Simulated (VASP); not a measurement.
# Ta (Im-3m) in VASP: relaxation of cell and atoms with LDA

Aim: the relaxation of cell and atoms of Ta with LDA.

Everything below comes from runs of VASP 6.6.1. Logs are shortened: lines on timing, memory, paths and dates and some standing lists are left out, and cuts for length are marked.

**1. The cell of the first run**

It takes space group Im-3m (No. 229, cubic). The conventional cell has a = 3.303 Å, b = 3.303 Å, c = 3.303 Å, α = 90.00°, β = 90.00°, γ = 90.00°. Within 3.8 Å of Ta (site symmetry m-3m) lie 14 Ta at 2.86 to 3.30 Å.

**2. Relaxation of cell and atoms, LDA**

INCAR

```
SYSTEM = Ta
PREC = Accurate
ENCUT = 500
EDIFF = 1E-7
ISMEAR = -1
SIGMA = 0.08
LREAL = .False.
LASPH = .True.
NELM = 120
ALGO = Normal
ISIF = 3
LWAVE = .False.
LCHARG = .False.
GGA = CA
IBRION = 2
NSW = 60
EDIFFG = -0.005
GGA_COMPAT = .False.
NELMIN = 4
```

KPOINTS

```
regular mesh
0
Gamma
  18 18 18
  0 0 0
```

POSCAR

```
Ta
1.0
   -1.6515748661      1.6515748661      1.6515748661
    1.6515748661     -1.6515748661      1.6515748661
    1.6515748661      1.6515748661     -1.6515748661
Ta
1
Direct
    0.0000000000      0.0000000000      0.0000000000
```

Potentials or basis: VASP PAW LDA potentials, release 64 (Ta_sv_GW).

On the command line:

```bash
$ cat potpaw_LDA.64/Ta_sv_GW/POTCAR > POTCAR
$ mpirun -np 1 vasp_std > vasp.out
```

OUTCAR:

```text
SYSTEM = Ta
   PREC = Accurate
   ENCUT = 500
   EDIFF = 1E-7
   ISMEAR = -1
   LREAL = .False.
   LASPH = .True.
   NELM = 120
   ISIF = 3
   GGA = CA
   IBRION = 2
   NSW = 60
   EDIFFG = -0.005
   NELMIN = 4

 ion  position               nearest neighbor table
   1  0.000  0.000  0.000-

  LATTYP: Found a body centered cubic cell.
 ALAT       =     3.3031497322

  Lattice vectors:

 A1 = (  -1.6515748661,   1.6515748661,   1.6515748661)
 A2 = (   1.6515748661,  -1.6515748661,   1.6515748661)
 A3 = (   1.6515748661,   1.6515748661,  -1.6515748661)

Analysis of symmetry for initial positions (statically):
=====================================================================
 Subroutine PRICEL returns:
 Original cell was already a primitive cell.

 Routine SETGRP: Setting up the symmetry group for a
 body centered cubic supercell.

 Subroutine GETGRP returns: Found 48 space group operations
 (whereof 48 operations were pure point group operations)
 out of a pool of 48 trial point group operations.

The static configuration has the point symmetry O_h .

Analysis of symmetry for dynamics (positions and initial velocities):
=====================================================================
 Subroutine PRICEL returns:
 Original cell was already a primitive cell.

 Routine SETGRP: Setting up the symmetry group for a
 body centered cubic supercell.

 Subroutine GETGRP returns: Found 48 space group operations
 (whereof 48 operations were pure point group operations)
 out of a pool of 48 trial point group operations.

The dynamic configuration has the point symmetry O_h .

 Subroutine INISYM returns: Found 48 space group operations
 (whereof 48 operations are pure point group operations),
 and found     1 'primitive' translations

----------------------------------------------------------------------------------------

                                     Primitive cell

  volume of cell :      18.0200

  direct lattice vectors                    reciprocal lattice vectors
    -1.651574866  1.651574866  1.651574866     0.000000000  0.302741347  0.302741347
     1.651574866 -1.651574866  1.651574866     0.302741347  0.000000000  0.302741347
     1.651574866  1.651574866 -1.651574866     0.302741347  0.302741347  0.000000000

  length of vectors
     2.860611581  2.860611581  2.860611581     0.428140919  0.428140919  0.428140919

  position of ions in fractional coordinates (direct lattice)
     0.000000000  0.000000000  0.000000000

  ion indices of the primitive-cell ions
   primitive index   ion index
                 1           1

----------------------------------------------------------------------------------------

 KPOINTS: regular mesh

Automatic generation of k-mesh.
 Grid dimensions read from file:
 generate k-points for:   18   18   18

 Generating k-lattice:

  Cartesian coordinates                     Fractional coordinates (reciprocal lattice)
     0.000000000  0.016818964  0.016818964     0.055555556  0.000000000  0.000000000
     0.016818964  0.000000000  0.016818964     0.000000000  0.055555556  0.000000000
     0.016818964  0.016818964  0.000000000     0.000000000  0.000000000  0.055555556

  Length of vectors
     0.023785607  0.023785607  0.023785607

  Shift w.r.t. Gamma in fractional coordinates (k-lattice)
     0.000000000  0.000000000  0.000000000

 Subroutine IBZKPT returns following result:
 ===========================================

 Found    195 irreducible k-points:

 Following reciprocal coordinates:
            Coordinates               Weight
  0.000000  0.000000  0.000000      1.000000
  0.055556  0.000000  0.000000     12.000000
  0.111111  0.000000  0.000000     12.000000
  0.166667  0.000000  0.000000     12.000000
  0.222222  0.000000  0.000000     12.000000
  0.277778  0.000000  0.000000     12.000000
[... 16 lines left out ...]
  0.333333  0.111111  0.000000     48.000000
  0.388889  0.111111  0.000000     48.000000
 [... further k-points ...]
   k-points           NKPTS =    195   k-points in BZ     NKDIM =    195   number of bands    NBANDS=     10
   number of dos      NEDOS =    301   number of ions     NIONS =      1
   total plane-waves  NPLWV =  13824
   dimension x,y,z NGX =    24 NGY =   24 NGZ =   24
   dimension x,y,z NGXF=    48 NGYF=   48 NGZF=   48
   ions per type =               1
   NGX,Y,Z   is equivalent  to a cutoff of  13.95, 13.95, 13.95 a.u.
   NGXF,Y,Z  is equivalent  to a cutoff of  27.90, 27.90, 27.90 a.u.
 SYSTEM =  Ta
   PREC   = accura    normal or accurate (medium, high low for compatibility)
   ISTART =      0    job   : 0-new  1-cont  2-samecut
   ICHARG =      2    charge: 1-file 2-atom 10-const
   ISPIN  =      1    spin polarized calculation?
   LNONCOLLINEAR =      F non collinear calculations
   LSORBIT =      F    spin-orbit coupling
   LASPH  =      T    aspherical Exc in radial PAW
   ENCUT  =  500.0 eV  36.75 Ry    6.06 a.u.   5.22  5.22  5.22*2*pi/ulx,y,z
   NELM   =    120;   NELMIN=  4; NELMDL= -5     # of ELM steps
   EDIFF  = 0.1E-06   stopping-criterion for ELM
   LREAL  =      F    real-space projection
   EDIFFG = -.5E-02   stopping-criterion for IOM
   NSW    =     60    number of steps for IOM
   IBRION =      2    ionic relax: 0-MD 1-quasi-New 2-CG
   NFREE  =      1    steps in history (QN), initial steepest desc. (CG)
   ISIF   =      3    stress and relaxation
   ISYM   =      2    0-nonsym 1-usesym 2-fastsym
   POTIM  = 0.5000    time-step for ionic-motion
   TEBEG  =    0.0;   TEEND  =   0.0 temperature during run
   PSTRESS=    0.0 pullay stress
   NELECT =      13.0000    total number of electrons
   NUPDOWN=      -1.0000    fix difference up-down
   EMIN   =  10.00;   EMAX   =-10.00  energy-range for DOS
   EFERMI =   0.00;   METHOD = LEGACY
   ISMEAR =    -1;   SIGMA  =   0.08  broadening in eV -4-tet -1-fermi 0-gaus
   EFERMI_NEDOS =   21; number of points for ismear=-14 and -15
   IALGO  =     38    algorithm
   IMIX   =      4    mixing-type and parameters
     AMIX     =   0.40;   BMIX     =  1.00
     AMIX_MAG =   1.60;   BMIX_MAG =  1.00
  volume/ion in A,a.u.               =      18.02       121.60
  Fermi-wavevector in a.u.,A,eV,Ry     =   1.468265  2.774618 29.331456  2.155801
  Thomas-Fermi vector in A             =   2.583783
   LORBIT       =      0    0 simple, 1 ext, 2 COOP (PROOUT), +10 PAW based schemes
   GGA     = CA    functional components
   LHFCALC =     F    Hartree Fock is set to
   AEXX    =    0.0000 exact exchange contribution
   IVDW    =     0    specifies the selected vdW correction
   LEPSILON=     F    determine dielectric tensor
   LRPA    =     F    only Hartree local field effects (RPA)
 conjugate gradient relaxation of ions
 non-spin polarized calculation
  energy-cutoff  :      500.00
  volume of cell :       18.02
 maximum number of plane-waves:       470
 NGX is ok and might be reduce to    24
   NGX = 11   NGY = 11   NGZ = 11

--------------------------------------- Ionic step        1  -------------------------------------------

 number of electron      12.9999998 magnetization

 Free energy of the ion-electron system (eV)
  ---------------------------------------------------
  ext. energy  EPLUGINS =         0.00000000
  ---------------------------------------------------
  free energy    TOTEN  =       -15.30858554 eV

  energy without entropy =      -15.28131632  energy(sigma->0) =      -15.29495093

------------------------ aborting loop because EDIFF is reached ----------------------------------------

  FORCE on cell =-STRESS in cart. coord.  units (eV):
  Direction    XX          YY          ZZ          XY          YZ          ZX
  --------------------------------------------------------------------------------------
  -------------------------------------------------------------------------------------
  Total       -1.0924535     -1.0924535     -1.0924535      0.0000000      0.0000000      0.0000000
  in kB      -97.1312001    -97.1312001    -97.1312001      0.0000000      0.0000000      0.0000000
  external PRESSURE =     -97.1312001 kB  Pullay stress =       0.0000000 kB
[... 90 lines left out ...]
  energy  without entropy=      -15.3092100580  energy(sigma->0) =      -15.32202285

--------------------------------------- Ionic step        4  -------------------------------------------

 number of electron      13.0000001 magnetization

 Free energy of the ion-electron system (eV)
  ---------------------------------------------------
  ext. energy  EPLUGINS =         0.00000000
  ---------------------------------------------------
  free energy    TOTEN  =       -15.33489210 eV

  energy without entropy =      -15.30932240  energy(sigma->0) =      -15.32210725

 E-fermi :  10.8367     XC(G=0): -13.5269

 val. band max:       10.8291899922   @ k =  -0.2222   0.2222   0.1667
 cond. band min:      10.8487334205   @ k =  -0.2222   0.2222   0.1111
 fundamental gap:      0.0195434283
 Fermi energy:        10.8367079339

 k-point     1 :       0.0000    0.0000    0.0000
  band No.  band energies     occupation
      1     -55.8505      2.00000
      2     -21.8963      2.00000
      3     -21.8963      2.00000
      4     -21.8963      2.00000
      5       2.8241      2.00000
      6      11.4938      0.00054
      7      11.4938      0.00054
      8      11.4938      0.00054
      9      14.9170      0.00000
     10      14.9170      0.00000
[... 287 lines left out ...]
 k-point    24 :       0.3889    0.1111    0.0000
  band No.  band energies     occupation
      1     -55.7045      2.00000
      2     -23.2000      2.00000
      3     -22.3797      2.00000
      4     -21.9679      2.00000
      5       6.6820      2.00000
      6       9.2452      2.00000
      7      11.7317      0.00003
      8      14.6913      0.00000
      9      16.0736      0.00000
     10      19.1522      0.00000

 [... further k-points ...]
[... 5 lines left out ...]
  --------------------------------------------------------------------------------------
  -------------------------------------------------------------------------------------
  Total       -0.0039112     -0.0039112     -0.0039112      0.0000000      0.0000000      0.0000000
  in kB       -0.3645559     -0.3645559     -0.3645559      0.0000000      0.0000000      0.0000000
  external PRESSURE =      -0.3645559 kB  Pullay stress =       0.0000000 kB
[... 16 lines left out ...]
  FREE ENERGIE OF THE ION-ELECTRON SYSTEM (eV)
  ---------------------------------------------------
  free  energy   TOTEN  =       -15.3348921009 eV

  energy  without entropy=      -15.3093223998  energy(sigma->0) =      -15.32210725

 reached required accuracy - stopping structural energy minimisation
```

It took 78 s on 1 thread of Intel Xeon Platinum 8375C at 2.90GHz (Ice Lake), shared host; peak memory 0.18 GiB.

What came out:

```
Free energy                           : -15.3349 eV
Relaxed volume                        : 17.19 Å³/atom
Relaxed cell                          : a = 2.816 Å, b = 2.816 Å, c = 2.816 Å, α = 109.47°, β = 109.47°, γ = 109.47°
Space group after relaxing (to 0.1 Å) : Im-3m (No. 229)
Energy gained by relaxing             : 26.3 meV/atom
Ionic steps                           : 4
Pressure after relaxing               : 0.0 GPa
Band gap on the k mesh                : zero (an odd number of electrons rules out a gap without spin polarisation)
```

Step by step:
```tsv
step	energy change (eV)	largest force (eV/Å)	pressure (GPa)	volume (Å³)
1	0.0000	0.0000	-9.71	18.02
2	0.1449	0.0000	32.12	15.32
3	-0.0263	0.0000	-0.50	17.22
4	-0.0263	0.0000	-0.04	17.19
```

Final structure:
```cif
data_structure
_symmetry_space_group_name_H-M 'P 1'
_symmetry_Int_Tables_number 1
_cell_length_a 2.8160
_cell_length_b 2.8160
_cell_length_c 2.8160
_cell_angle_alpha 109.471
_cell_angle_beta 109.471
_cell_angle_gamma 109.471
_cell_volume 17.19
loop_
_atom_site_label
_atom_site_type_symbol
_atom_site_fract_x
_atom_site_fract_y
_atom_site_fract_z
_atom_site_occupancy
Ta1 Ta 0.00000 0.00000 0.00000 1
```

Caveat: spin-orbit coupling is left out, which moves the levels of the heavy elements.
